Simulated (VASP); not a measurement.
# Ca17S16 (a cell with a defect) in VASP: further runs, part 2 of 2

VASP 6.6.1. The steps go on from the part before.

### Step 3. Single point, PBE (with an interstitial atom, then relaxed in part)

Contents of INCAR:

```
SYSTEM = Ca17S16
  ALGO = Normal
  EDIFF = 1E-6
  ENCUT = 400
  GGA = PE
  GGA_COMPAT = .FALSE.
  ISIF = 2
  ISMEAR = 0
  LASPH = .TRUE.
  LCHARG = .FALSE.
  LREAL = Auto
  LWAVE = .FALSE.
  NBANDS = 155
  NELM = 120
  PREC = Accurate
  SIGMA = 0.01
```

Contents of KPOINTS:

```
Automatic mesh
0
Gamma
  2 2 2
  0.5 0.5 0.5
```

Contents of POSCAR:

```
Ca17S16
1.0
    5.7117999112      5.7117999112      5.7117999112
   -5.7117999112     -5.7117999112      5.7117999112
    5.7117999112     -5.7117999112     -5.7117999112
Ca S
17 16
Direct
    0.2500000000      0.2537438228      0.4978013123
    0.5037438228      0.0000000000      0.4978013123
    0.2500000000      0.4978013123      0.2537438228
    0.5436463691      0.2936463691      0.2936463691
    0.7478013123      0.0000000000      0.2537438228
    0.7521986877      0.7559425105      0.5021986877
    0.0059425105      0.5021986877      0.5021986877
    0.2500000000      1.0000000000      0.7063536309
    0.2500000000      0.7063536309      0.0000000000
    0.5037438228      0.4978013123      0.0000000000
    0.7478013123      0.2537438228      0.0000000000
   -0.0436463691      0.0000000000      0.0000000000
   -0.0037438228      0.7462561772      0.2440574895
    0.4940574895      0.7462561772      0.7462561772
    0.7521986877      0.5021986877      0.7559425105
   -0.0037438228      0.2440574895      0.7462561772
    0.2500000000      0.0000000000      0.0000000000
    0.5032189265      0.2532189265      0.7458471113
    0.7426281848      0.0000000000      0.7467810735
    0.5041528887      0.5073718152      0.5073718152
    0.7573718152      0.2541528887      0.5073718152
   -0.0032189265      0.0000000000      0.4926281848
   -0.0069805573      0.7430194427      0.7430194427
    0.2500000000      0.4926281848      0.7467810735
    0.5069805573      0.0000000000      0.0000000000
    0.5032189265      0.7458471113      0.2532189265
    0.7573718152      0.5073718152      0.2541528887
   -0.0041528887      0.2532189265      0.2532189265
    0.2500000000      0.0000000000      0.2569805573
    0.2500000000      0.7467810735      0.4926281848
    0.7426281848      0.7467810735      0.0000000000
   -0.0032189265      0.4926281848      0.0000000000
    0.2500000000      0.2569805573      0.0000000000
```

Potentials or basis: VASP PAW PBE potentials, release 64 (Ca_sv, S).

Started as:

```bash
cat potpaw_PBE.64/Ca_sv/POTCAR potpaw_PBE.64/S/POTCAR > POTCAR
mpirun -np 1 vasp_std > vasp.out
```

It took 7.6 min on 1 thread of AMD EPYC 7R13 (Zen 3), shared host; peak memory 0.69 GiB.

The run converged. Its results:

* Free energy: -163.4801 eV
* Pressure: 2.4 GPa
* Largest force: 0.014 eV/Å
* Band gap on the k mesh: zero (bands 133 and 134 overlap by 0.38 eV)

Forces in eV/Å, atoms in the order of the input:
```
Ca   0.000  0.002  0.000
Ca  -0.002  0.000  0.000
Ca   0.000  0.002  0.000
Ca  -0.008  0.008 -0.008
Ca  -0.002  0.000  0.000
Ca   0.002  0.000  0.000
Ca   0.000 -0.002  0.000
Ca   0.008 -0.008 -0.008
Ca  -0.008 -0.008  0.008
Ca   0.000  0.000 -0.002
Ca   0.000  0.000 -0.002
Ca   0.008  0.008  0.008
Ca   0.000  0.000  0.002
Ca   0.000 -0.002  0.000
Ca   0.000  0.000  0.002
Ca   0.002  0.000  0.000
Ca   0.000  0.000  0.000
S   -0.001  0.001  0.006
S   -0.006 -0.001 -0.001
S    0.001 -0.006  0.001
S    0.006 -0.001  0.001
S   -0.006  0.001  0.001
S   -0.008  0.008 -0.008
S    0.001  0.006 -0.001
S    0.008  0.008  0.008
S    0.006  0.001 -0.001
S    0.001 -0.001  0.006
S   -0.001 -0.006 -0.001
S    0.008 -0.008 -0.008
S   -0.001  0.006  0.001
S   -0.001 -0.001 -0.006
S    0.001  0.001 -0.006
S   -0.008 -0.008  0.008
```

Levels at points of the mesh, in eV from the Fermi level:
```tsv
k point	band 130	band 131	band 132	band 133	band 134	band 135
(0.25, 0.25, 0.25)	-3.71	-3.71	-3.71	0.38	0.38	0.38
```

Caveat: the k points lie up to 0.39 Å⁻¹ apart; the cell differs from its parent crystal (with an interstitial atom, then relaxed in part).

### Step 4. Single point, PBE (with an interstitial atom, then relaxed in part)

Contents of INCAR:

```
  PREC = Accurate
  ENCUT = 400
  EDIFF = 1E-6
  ISMEAR = 0
  SIGMA = 0.01
  LREAL = Auto
  LASPH = T
  NELM = 120
  ALGO = Normal
  ISIF = 2
  LWAVE = F
  LCHARG = F
  GGA = PE
  NELECT = 264.0
  NBANDS = 155
  GGA_COMPAT = F
```

KPOINTS is that of step 3.

Contents of POSCAR:

```
Ca17S16
1.0
    5.7117999112      5.7117999112      5.7117999112
   -5.7117999112     -5.7117999112      5.7117999112
    5.7117999112     -5.7117999112     -5.7117999112
Ca S
17 16
Direct
    0.2500000000      0.2542008892      0.4973559225
    0.5042008892      0.0000000000      0.4973559225
    0.2500000000      0.4973559225      0.2542008892
    0.5471753007      0.2971753007      0.2971753007
    0.7473559225      0.0000000000      0.2542008892
    0.7526440775      0.7568449667      0.5026440775
    0.0068449667      0.5026440775      0.5026440775
    0.2500000000      1.0000000000      0.7028246993
    0.2500000000      0.7028246993      0.0000000000
    0.5042008892      0.4973559225      0.0000000000
    0.7473559225      0.2542008892      0.0000000000
   -0.0471753007      0.0000000000      0.0000000000
   -0.0042008892      0.7457991108      0.2431550333
    0.4931550333      0.7457991108      0.7457991108
    0.7526440775      0.5026440775      0.7568449667
   -0.0042008892      0.2431550333      0.7457991108
    0.2500000000      0.0000000000      0.0000000000
    0.5033956396      0.2533956396      0.7453228654
    0.7419272258      0.0000000000      0.7466043604
    0.5046771346      0.5080727742      0.5080727742
    0.7580727742      0.2546771346      0.5080727742
   -0.0033956396      0.0000000000      0.4919272258
   -0.0057830443      0.7442169557      0.7442169557
    0.2500000000      0.4919272258      0.7466043604
    0.5057830443      0.0000000000      0.0000000000
    0.5033956396      0.7453228654      0.2533956396
    0.7580727742      0.5080727742      0.2546771346
   -0.0046771346      0.2533956396      0.2533956396
    0.2500000000      0.0000000000      0.2557830443
    0.2500000000      0.7466043604      0.4919272258
    0.7419272258      0.7466043604      0.0000000000
   -0.0033956396      0.4919272258      0.0000000000
    0.2500000000      0.2557830443      0.0000000000
```

Started as:

```bash
cat potpaw_PBE.64/Ca_sv/POTCAR potpaw_PBE.64/S/POTCAR > POTCAR
mpirun -np 1 vasp_std > vasp.out
```

Wall time 6.7 min (1 thread of AMD EPYC 7R13 (Zen 3), shared host); peak memory 0.69 GiB.

It converged, with:

```yaml
Free_energy: -174.5790 eV
Largest_force: 0.018 eV/Å
```

Forces on the atoms (eV/Å):
```
Ca  -0.002  0.005  0.002
Ca  -0.005  0.002  0.002
Ca   0.002  0.005 -0.002
Ca  -0.007  0.007 -0.007
Ca  -0.005 -0.002 -0.002
Ca   0.005 -0.002  0.002
Ca   0.002 -0.005  0.002
Ca   0.007 -0.007 -0.007
Ca  -0.007 -0.007  0.007
Ca   0.002  0.002 -0.005
Ca  -0.002 -0.002 -0.005
Ca   0.007  0.007  0.007
Ca  -0.002  0.002  0.005
Ca  -0.002 -0.005 -0.002
Ca   0.002 -0.002  0.005
Ca   0.005  0.002 -0.002
Ca   0.000  0.000  0.000
S    0.003 -0.003  0.004
S   -0.004  0.003  0.003
S   -0.003 -0.004 -0.003
S    0.004  0.003 -0.003
S   -0.004 -0.003 -0.003
S   -0.010  0.010 -0.010
S   -0.003  0.004  0.003
S    0.010  0.010  0.010
S    0.004 -0.003  0.003
S   -0.003  0.003  0.004
S    0.003 -0.004  0.003
S    0.010 -0.010 -0.010
S    0.003  0.004 -0.003
S    0.003  0.003 -0.004
S   -0.003 -0.003 -0.004
S   -0.010 -0.010  0.010
```

Levels at points of the mesh, in eV from the Fermi level:
| k point | band 129 | band 130 | band 131 | band 132 | band 133 | band 134 | band 135 | band 136 |
| --- | --- | --- | --- | --- | --- | --- | --- | --- |
| (0.25, 0.25, 0.25) | -0.53 | -0.45 | -0.45 | -0.45 | 3.60 | 3.60 | 3.60 | 3.75 |

Caveat: the cell carries a net charge on a neutralising background, which shifts energy and pressure; the cell differs from its parent crystal (with an interstitial atom, then relaxed in part); the cell is charged against a uniform background, so pressure and absolute levels hang on convention.
